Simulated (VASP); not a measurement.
## MgO: single point with PBE

The system is MgO.

```
CELL_PARAMETERS angstrom
0.00000 2.10850 2.10850
2.10850 0.00000 2.10850
2.10850 2.10850 0.00000
ATOMIC_POSITIONS crystal
Mg 0.00000 0.00000 0.00000
O 0.50000 0.50000 0.50000
```

| Quantity | Value |
| --- | --- |
| Program | VASP 6.6.1 |
| Task | single point |
| Functional | PBE |
| Potentials or basis | VASP PAW PBE potentials, release 64 (Mg, O) |
| Cutoff | 520 eV |
| k mesh | 8 × 8 × 8 |
| Occupations | gaussian, width 0.1 eV |
| Spin | no spin polarisation |
| Dipole correction | no |
| Further INCAR settings | ALGO = Normal; EDIFF = 1e-07; NBANDS = 11 |

The pressure is 3.4 GPa and the band gap on the k mesh is 4.69 eV, direct.

Levels at points of the mesh, in eV from the valence-band top:
| k point | band 1 | band 2 | band 3 | band 4 | band 5 | band 6 | band 7 | band 8 |
| --- | --- | --- | --- | --- | --- | --- | --- | --- |
| (0.00, 0.00, 0.00) | -17.25 | 0.00 | 0.00 | 0.00 | 4.69 | 15.78 | 15.78 | 15.78 |
| (0.50, 0.00, 0.00) | -15.97 | -4.60 | -0.65 | -0.65 | 7.87 | 12.57 | 16.27 | 16.27 |
| (0.50, 0.50, 0.00) | -15.71 | -4.07 | -1.34 | -1.34 | 9.12 | 9.93 | 13.06 | 18.92 |

Run time: 6 s on 1 thread of Intel(R) Xeon(R) Platinum 8488C (Sapphire Rapids), with other jobs on the host, peak memory 0.14 GiB.

As with any semilocal functional, this PBE gap is likely too small.
